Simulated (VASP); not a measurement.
# Ir (Im-3m) in VASP: further runs

Ir is run at these levels: PBE; tasks: single point.

Program: VASP 6.6.1. These are calculated values, not measurements. Logs are shortened: lines on timing, memory, paths and dates and some standing lists are left out, and cuts for length are marked.

## (1) The cell of the first run

Symmetry: Im-3m, No. 229, cubic system. Conventional cell: a = 3.153 Å, b = 3.153 Å, c = 3.153 Å, α = 90.00°, β = 90.00°, γ = 90.00°. Ir (site symmetry m-3m) has 14 Ir at 2.73 to 3.15 Å within 3.6 Å.

## (2) Single point, PBE, collinear spin, ferromagnetic start (volume scaled by 1.04)

Contents of INCAR:

```
PREC     = Accurate       # precision mode
ENCUT    = 520            # plane-wave cutoff, eV
EDIFF    = 1E-7           # SCF threshold, eV
ISMEAR   = -1             # smearing method
SIGMA    = 0.05           # smearing width, eV
LREAL    = F              # projectors in reciprocal space
LASPH    = T              # aspherical terms in the spheres
NELM     = 150            # most SCF steps
ALGO     = Normal         # electronic algorithm
ISIF     = 2              # what is computed and relaxed
LWAVE    = F              # write WAVECAR
LCHARG   = F              # write CHGCAR
ISPIN    = 2              # spin polarisation
MAGMOM   = 0.503          # initial moments
LORBIT   = 11             # projections on sites
LMAXMIX  = 4              # l up to which the mixer works
GGA      = PE             # functional
NBANDS   = 14             # bands
```

Contents of KPOINTS:

```
regular mesh
0
Gamma
  23 23 23
```

Contents of POSCAR:

```
Ir
1.0
   -1.5766793865      1.5766793865      1.5766793865
    1.5766793865     -1.5766793865      1.5766793865
    1.5766793865      1.5766793865     -1.5766793865
Ir
1
Direct
    0.0000000000      0.0000000000      0.0000000000
```

Potentials or basis: VASP PAW PBE potentials, release 64 (Ir).

Launch:

```
> cat potpaw_PBE.64/Ir/POTCAR > POTCAR
> mpirun -np 1 vasp_std > vasp.out
```

OUTCAR:

```text
PREC = Accurate
   ENCUT = 520
   EDIFF = 1E-7
   ISMEAR = -1
   LREAL = F
   LASPH = T
   NELM = 150
   ISIF = 2
   ISPIN = 2
   LORBIT = 11
   GGA = PE

 ion  position               nearest neighbor table
   1  0.000  0.000  0.000-

  LATTYP: Found a body centered cubic cell.
 ALAT       =     3.1533587730

  Lattice vectors:

 A1 = (  -1.5766793865,   1.5766793865,   1.5766793865)
 A2 = (   1.5766793865,  -1.5766793865,   1.5766793865)
 A3 = (   1.5766793865,   1.5766793865,  -1.5766793865)

Analysis of symmetry for initial positions (statically):
=====================================================================
 Subroutine PRICEL returns:
 Original cell was already a primitive cell.

 Routine SETGRP: Setting up the symmetry group for a
 body centered cubic supercell.

 Subroutine GETGRP returns: Found 48 space group operations
 (whereof 48 operations were pure point group operations)
 out of a pool of 48 trial point group operations.

The static configuration has the point symmetry O_h .

Analysis of symmetry for dynamics (positions and initial velocities):
=====================================================================
 Subroutine PRICEL returns:
 Original cell was already a primitive cell.

 Routine SETGRP: Setting up the symmetry group for a
 body centered cubic supercell.

 Subroutine GETGRP returns: Found 48 space group operations
 (whereof 48 operations were pure point group operations)
 out of a pool of 48 trial point group operations.

The dynamic configuration has the point symmetry O_h .

Analysis of structural, dynamic, and magnetic symmetry:
=====================================================================
 Subroutine PRICEL returns:
 Original cell was already a primitive cell.

 Routine SETGRP: Setting up the symmetry group for a
 body centered cubic supercell.

 Subroutine GETGRP returns: Found 48 space group operations
 (whereof 48 operations were pure point group operations)
 out of a pool of 48 trial point group operations.

The overall configuration has the point symmetry O_h .

 Subroutine INISYM returns: Found 48 space group operations
 (whereof 48 operations are pure point group operations),
 and found     1 'primitive' translations

----------------------------------------------------------------------------------------

                                     Primitive cell

  volume of cell :      15.6780

  direct lattice vectors                    reciprocal lattice vectors
    -1.576679386  1.576679386  1.576679386     0.000000000  0.317122177  0.317122177
     1.576679386 -1.576679386  1.576679386     0.317122177  0.000000000  0.317122177
     1.576679386  1.576679386 -1.576679386     0.317122177  0.317122177  0.000000000

  length of vectors
     2.730888805  2.730888805  2.730888805     0.448478484  0.448478484  0.448478484

  position of ions in fractional coordinates (direct lattice)
     0.000000000  0.000000000  0.000000000

  ion indices of the primitive-cell ions
   primitive index   ion index
                 1           1

----------------------------------------------------------------------------------------

 KPOINTS: regular mesh

Automatic generation of k-mesh.
 Grid dimensions read from file:
 generate k-points for:   23   23   23

 Generating k-lattice:

  Cartesian coordinates                     Fractional coordinates (reciprocal lattice)
     0.000000000  0.013787921  0.013787921     0.043478261  0.000000000  0.000000000
     0.013787921  0.000000000  0.013787921     0.000000000  0.043478261  0.000000000
     0.013787921  0.013787921  0.000000000     0.000000000  0.000000000  0.043478261

  Length of vectors
     0.019499065  0.019499065  0.019499065

  Shift w.r.t. Gamma in fractional coordinates (k-lattice)
     0.000000000  0.000000000  0.000000000

 Subroutine IBZKPT returns following result:
 ===========================================

 Found    364 irreducible k-points:

 Following reciprocal coordinates:
            Coordinates               Weight
  0.000000  0.000000  0.000000      1.000000
  0.043478  0.000000  0.000000     12.000000
  0.086957  0.000000  0.000000     12.000000
  0.130435  0.000000  0.000000     12.000000
  0.173913  0.000000  0.000000     12.000000
  0.217391  0.000000  0.000000     12.000000
[... 16 lines left out ...]
  0.478261  0.043478  0.000000     24.000000
  0.086957  0.086957  0.000000     24.000000
 [... further k-points ...]
   k-points           NKPTS =    364   k-points in BZ     NKDIM =    364   number of bands    NBANDS=     14
   number of dos      NEDOS =    301   number of ions     NIONS =      1
   total plane-waves  NPLWV =   8000
   dimension x,y,z NGX =    20 NGY =   20 NGZ =   20
   dimension x,y,z NGXF=    40 NGYF=   40 NGZF=   40
   ions per type =               1
   NGX,Y,Z   is equivalent  to a cutoff of  12.18, 12.18, 12.18 a.u.
   NGXF,Y,Z  is equivalent  to a cutoff of  24.35, 24.35, 24.35 a.u.
 SYSTEM =  unknown system
   PREC   = accura    normal or accurate (medium, high low for compatibility)
   ISTART =      0    job   : 0-new  1-cont  2-samecut
   ICHARG =      2    charge: 1-file 2-atom 10-const
   ISPIN  =      2    spin polarized calculation?
   LNONCOLLINEAR =      F non collinear calculations
   LSORBIT =      F    spin-orbit coupling
   LASPH  =      T    aspherical Exc in radial PAW
   ENCUT  =  520.0 eV  38.22 Ry    6.18 a.u.   5.08  5.08  5.08*2*pi/ulx,y,z
   NELM   =    150;   NELMIN=  2; NELMDL= -5     # of ELM steps
   EDIFF  = 0.1E-06   stopping-criterion for ELM
   LREAL  =      F    real-space projection
   EDIFFG = 0.1E-05   stopping-criterion for IOM
   NSW    =      0    number of steps for IOM
   IBRION =     -1    ionic relax: 0-MD 1-quasi-New 2-CG
   NFREE  =      0    steps in history (QN), initial steepest desc. (CG)
   ISIF   =      2    stress and relaxation
   ISYM   =      2    0-nonsym 1-usesym 2-fastsym
   POTIM  = 0.5000    time-step for ionic-motion
   TEBEG  =    0.0;   TEEND  =   0.0 temperature during run
   PSTRESS=    0.0 pullay stress
   NELECT =       9.0000    total number of electrons
   NUPDOWN=      -1.0000    fix difference up-down
   EMIN   =  10.00;   EMAX   =-10.00  energy-range for DOS
   EFERMI =   0.00;   METHOD = LEGACY
   ISMEAR =    -1;   SIGMA  =   0.05  broadening in eV -4-tet -1-fermi 0-gaus
[... 12 lines left out ...]
   IVDW    =     0    specifies the selected vdW correction
   LEPSILON=     F    determine dielectric tensor
   LRPA    =     F    only Hartree local field effects (RPA)
 spin polarized calculation
  energy-cutoff  :      520.00
  volume of cell :       15.68
 maximum number of plane-waves:       435
   NGX = 11   NGY = 11   NGZ = 11

 number of electron       8.9999999 magnetization       0.5662438

 Free energy of the ion-electron system (eV)
  ---------------------------------------------------
  ext. energy  EPLUGINS =         0.00000000
  ---------------------------------------------------
  free energy    TOTEN  =        -8.21625131 eV

  energy without entropy =       -8.20219080  energy(sigma->0) =       -8.20922106

 E-fermi :   8.5485     XC(G=0): -13.3631

 val. band max:        8.5477738031   @ k =  -0.0870   0.0870   0.0870
 cond. band min:       8.5523025409   @ k =   0.2609   0.0435   0.0435
 fundamental gap:      0.0045287377
 Fermi energy:         8.5484925703

 spin component 1

 k-point     1 :       0.0000    0.0000    0.0000
  band No.  band energies     occupation
      1      -1.3799      1.00000
      2       5.1794      1.00000
      3       5.1794      1.00000
      4       5.1794      1.00000
      5       7.7594      1.00000
      6       7.7594      1.00000
      7      25.3816      0.00000
      8      25.3816      0.00000
      9      25.3816      0.00000
     10      35.3584      0.00000
     11      35.3584      0.00000
     12      36.5668      0.00000
     13      36.5668      0.00000
     14      36.5668      0.00000

 k-point     2 :       0.0435    0.0000    0.0000
  band No.  band energies     occupation
      1      -1.2994      1.00000
      2       5.1441      1.00000
      3       5.1783      1.00000
      4       5.2479      1.00000
      5       7.7116      1.00000
      6       7.7619      1.00000
      7      25.4261      0.00000
      8      25.4716      0.00000
      9      25.5042      0.00000
     10      34.1973      0.00000
     11      34.7722      0.00000
     12      36.3527      0.00000
     13      36.7284      0.00000
     14      37.8298      0.00000
[... 343 lines left out ...]
      1       1.7031      1.00000
      2       3.5820      1.00000
      3       7.6111      1.00000
      4       7.8010      1.00000
      5       8.7127      0.03614
      6      10.5754      0.00000
      7      15.5052      0.00000
      8      21.5147      0.00000
      9      24.4220      0.00000
     10      32.7334      0.00000
     11      33.6147      0.00000
     12      33.9439      0.00000
     13      40.1449      0.00000
     14      40.6625      0.00000

 k-point    24 :       0.0870    0.0870    0.0000
  band No.  band energies     occupation
      1      -0.4594      1.00000
      2       4.8807      1.00000
      3       4.9964      1.00000
      4       6.0344      1.00000
      5       7.3309      1.00000
      6       7.8348      1.00000
      7      25.6301      0.00000
      8      26.0593      0.00000
      9      26.3952      0.00000
     10      30.6929      0.00000
     11      32.4954      0.00000
     12      33.8006      0.00000
     13      38.3000      0.00000
     14      40.4398      0.00000

 [... further k-points ...]

 spin component 2

 k-point     1 :       0.0000    0.0000    0.0000
  band No.  band energies     occupation
      1      -1.2646      1.00000
      2       5.4396      1.00000
      3       5.4396      1.00000
      4       5.4396      1.00000
      5       8.3321      0.98698
      6       8.3321      0.98698
      7      25.4333      0.00000
      8      25.4333      0.00000
      9      25.4333      0.00000
     10      35.4314      0.00000
     11      35.4314      0.00000
     12      36.9219      0.00000
     13      36.9219      0.00000
     14      36.9219      0.00000

 k-point     2 :       0.0435    0.0000    0.0000
  band No.  band energies     occupation
      1      -1.1842      1.00000
      2       5.4037      1.00000
      3       5.4381      1.00000
      4       5.5085      1.00000
      5       8.2817      0.99521
      6       8.3343      0.98640
      7      25.4791      0.00000
      8      25.5277      0.00000
      9      25.5565      0.00000
     10      34.3539      0.00000
     11      34.9309      0.00000
     12      36.6938      0.00000
     13      36.9720      0.00000
     14      38.1069      0.00000
[... 343 lines left out ...]
      1       1.9371      1.00000
      2       3.8182      1.00000
      3       8.0989      0.99988
      4       8.1251      0.99979
      5       9.0643      0.00003
      6      10.8660      0.00000
      7      15.8010      0.00000
      8      21.6253      0.00000
      9      24.5357      0.00000
     10      32.8388      0.00000
     11      33.6917      0.00000
     12      34.0672      0.00000
     13      40.4825      0.00000
     14      40.7087      0.00000

 k-point    24 :       0.0870    0.0870    0.0000
  band No.  band energies     occupation
      1      -0.3438      1.00000
      2       5.1356      1.00000
      3       5.2554      1.00000
      4       6.2990      1.00000
      5       7.8749      1.00000
      6       8.4053      0.94606
      7      25.7194      0.00000
      8      26.1460      0.00000
      9      26.4590      0.00000
     10      30.8774      0.00000
     11      32.7125      0.00000
     12      34.0031      0.00000
     13      38.4279      0.00000
     14      40.6813      0.00000

 [... further k-points ...]

------------------------ aborting loop because EDIFF is reached ----------------------------------------

  FORCE on cell =-STRESS in cart. coord.  units (eV):
  Direction    XX          YY          ZZ          XY          YZ          ZX
  --------------------------------------------------------------------------------------
  -------------------------------------------------------------------------------------
  Total       -0.9981099     -0.9981099     -0.9981099     -0.0000000      0.0000000      0.0000000
  in kB     -101.9996723   -101.9996723   -101.9996723     -0.0000000      0.0000000      0.0000000
  external PRESSURE =    -101.9996723 kB  Pullay stress =       0.0000000 kB

 VOLUME and BASIS-vectors are now :
 -----------------------------------------------------------------------------
  energy-cutoff  :      520.00
  volume of cell :       15.68
      direct lattice vectors                 reciprocal lattice vectors
    -1.576679386  1.576679386  1.576679386     0.000000000  0.317122177  0.317122177
     1.576679386 -1.576679386  1.576679386     0.317122177  0.000000000  0.317122177
     1.576679386  1.576679386 -1.576679386     0.317122177  0.317122177  0.000000000

 POSITION                                       TOTAL-FORCE (eV/Angst)
 -----------------------------------------------------------------------------------
      0.00000      0.00000      0.00000        -0.000000      0.000000     -0.000000
 -----------------------------------------------------------------------------------
    total drift:                                0.000000     -0.000000      0.000000

  FREE ENERGIE OF THE ION-ELECTRON SYSTEM (eV)
  ---------------------------------------------------
  free  energy   TOTEN  =        -8.2162513131 eV

  energy  without entropy=       -8.2021908040  energy(sigma->0) =       -8.20922106

 total charge

# of ion       s       p       d       tot
------------------------------------------
    1        0.616   0.576   6.915   8.107

 magnetization (x)

# of ion       s       p       d       tot
------------------------------------------
    1        0.006  -0.005   0.562   0.563
```

It took 1.8 min on 1 thread of Intel Xeon Platinum 8488C (Sapphire Rapids), shared host; peak memory 0.23 GiB.

What came out:

| Quantity | Value |
| --- | --- |
| Free energy | -8.2163 eV |
| Pressure | -10.2 GPa |
| Net moment | 0.57 μB per cell |
| Site moments | Ir +0.56 μB |
| Valence electrons inside the program's atomic spheres | Ir 8.11 |

Levels at points of the mesh, in eV from the Fermi level:
Spin up:
```csv
k point,band 3,band 4,band 5,band 6,band 7,band 8
"(0.00, 0.00, 0.00)",-3.37,-3.37,-0.79,-0.79,16.83,16.83
```
Spin down:
| k point | band 1 | band 2 | band 3 | band 4 | band 5 | band 6 | band 7 | band 8 | band 9 |
| --- | --- | --- | --- | --- | --- | --- | --- | --- | --- |
| (0.00, 0.00, 0.00) | -9.81 | -3.11 | -3.11 | -3.11 | -0.22 | -0.22 | 16.88 | 16.88 | 16.88 |

Caveat: spin-orbit coupling is left out, which moves the levels of the heavy elements.

## (3) Single point, PBE, collinear spin, ferromagnetic start (volume scaled by 1.08)

Contents of INCAR:

```
SYSTEM = Ir
PREC     = Accurate       ! precision mode
ENCUT    = 520            ! plane-wave cutoff, eV
EDIFF    = 1E-6           ! SCF threshold, eV
ISMEAR   = -1             ! smearing method
SIGMA    = 0.05           ! smearing width, eV
LREAL    = .False.        ! projectors in reciprocal space
LASPH    = .True.         ! aspherical terms in the spheres
NELM     = 150            ! most SCF steps
ALGO     = Normal         ! electronic algorithm
ISIF     = 2              ! what is computed and relaxed
LWAVE    = .False.        ! write WAVECAR
LCHARG   = .False.        ! write CHGCAR
ISPIN    = 2              ! spin polarisation
MAGMOM   = 0.503          ! initial moments
LORBIT   = 11             ! projections on sites
LMAXMIX  = 4              ! l up to which the mixer works
GGA      = PE             ! functional
NBANDS   = 14             ! bands
```

Contents of KPOINTS:

```
regular mesh
0
Gamma
  23 23 23
  0 0 0
```

Contents of POSCAR:

```
Ir
1.0
   -1.5966394724      1.5966394724      1.5966394724
    1.5966394724     -1.5966394724      1.5966394724
    1.5966394724      1.5966394724     -1.5966394724
Ir
1
Direct
    0.0000000000      0.0000000000      0.0000000000
```

Potentials or basis: VASP PAW PBE potentials, release 64 (Ir).

Launch:

```
> cat potpaw_PBE.64/Ir/POTCAR > POTCAR
> mpirun -np 1 vasp_std > vasp.out
```

Wall time 94 s (1 thread of Intel Xeon Platinum 8488C (Sapphire Rapids), shared host); peak memory 0.25 GiB.

Results (log left out):

- Free energy: -8.1616 eV
- Pressure: -18.6 GPa
- Net moment: 0.62 μB per cell
- Site moments: Ir +0.62 μB
- Valence electrons inside the program's atomic spheres: Ir 8.01

Levels at points of the mesh, in eV from the Fermi level:
Spin up:
| k point | band 3 | band 4 | band 5 | band 6 | band 7 | band 8 |
| --- | --- | --- | --- | --- | --- | --- |
| (0.00, 0.00, 0.00) | -3.21 | -3.21 | -0.79 | -0.79 | 16.79 | 16.79 |
Spin down:
```
           k point  band 2  band 3  band 4  band 5  band 6  band 7
(0.00, 0.00, 0.00)   -2.92   -2.92   -2.92   -0.17   -0.17   16.84
```

Caveat: spin-orbit coupling is left out, which moves the levels of the heavy elements.

## (4) Single point, PBE, collinear spin, ferromagnetic start (volume scaled by 1.12)

Contents of INCAR:

```
PREC = Accurate ; ENCUT = 520
EDIFF = 1E-6 ; ISMEAR = -1
SIGMA = 0.05 ; LREAL = F
LASPH = T ; NELM = 150
ALGO = Normal ; ISIF = 2
LWAVE = F ; LCHARG = F
ISPIN = 2 ; MAGMOM = 0.503
LORBIT = 11 ; LMAXMIX = 4
GGA = PE ; NBANDS = 14
```

Contents of KPOINTS:

```
Automatic mesh
0
Gamma
  23 23 23
```

Contents of POSCAR:

```
Ir
1.0
   -1.6161126046      1.6161126046      1.6161126046
    1.6161126046     -1.6161126046      1.6161126046
    1.6161126046      1.6161126046     -1.6161126046
Ir
1
Direct
    0.0000000000      0.0000000000      0.0000000000
```

Launch:

```
> cat potpaw_PBE.64/Ir/POTCAR > POTCAR
> mpirun -np 1 vasp_std > vasp.out
```

It took 88 s on 1 thread of Intel Xeon Platinum 8488C (Sapphire Rapids), shared host; peak memory 0.25 GiB.

Results (log left out):

```
Free energy                                           : -8.0790 eV
Pressure                                              : -25.1 GPa
Net moment                                            : 0.68 μB per cell
Site moments                                          : Ir +0.67 μB
Valence electrons inside the program's atomic spheres : Ir 7.92
```

Levels at points of the mesh, in eV from the Fermi level:
Spin up:
| k point | band 2 | band 3 | band 4 | band 5 | band 6 | band 7 | band 8 | band 9 |
| --- | --- | --- | --- | --- | --- | --- | --- | --- |
| (0.00, 0.00, 0.00) | -3.07 | -3.07 | -3.07 | -0.79 | -0.79 | 16.74 | 16.74 | 16.74 |
Spin down:
| k point | band 1 | band 2 | band 3 | band 4 | band 5 | band 6 | band 7 | band 8 | band 9 |
| --- | --- | --- | --- | --- | --- | --- | --- | --- | --- |
| (0.00, 0.00, 0.00) | -9.11 | -2.75 | -2.75 | -2.75 | -0.12 | -0.12 | 16.79 | 16.79 | 16.79 |

Caveat: spin-orbit coupling is left out, which moves the levels of the heavy elements.

## (5) Overview

| cell | gap on the mesh (eV) | pressure (GPa) | moment (μB) |
| --- | --- | --- | --- |
| a = 2.731 Å, angles 109.5°, 1 atom | none | -10.2 | 0.57 |
| a = 2.765 Å, angles 109.5°, 1 atom | none | -18.6 | 0.62 |
| a = 2.799 Å, angles 109.5°, 1 atom | none | -25.1 | 0.68 |

Alike in all rows: task single point; level PBE; potentials or basis VASP PAW PBE potentials, release 64 (Ir); spin collinear, ferromagnetic start; k mesh 23 × 23 × 23; cutoff (eV) 520; smearing fermi-dirac 0.05 eV.

Caveats: spin-orbit coupling is left out, which moves the levels of the heavy elements.

Absolute energies hang on the potentials; compare differences alone.
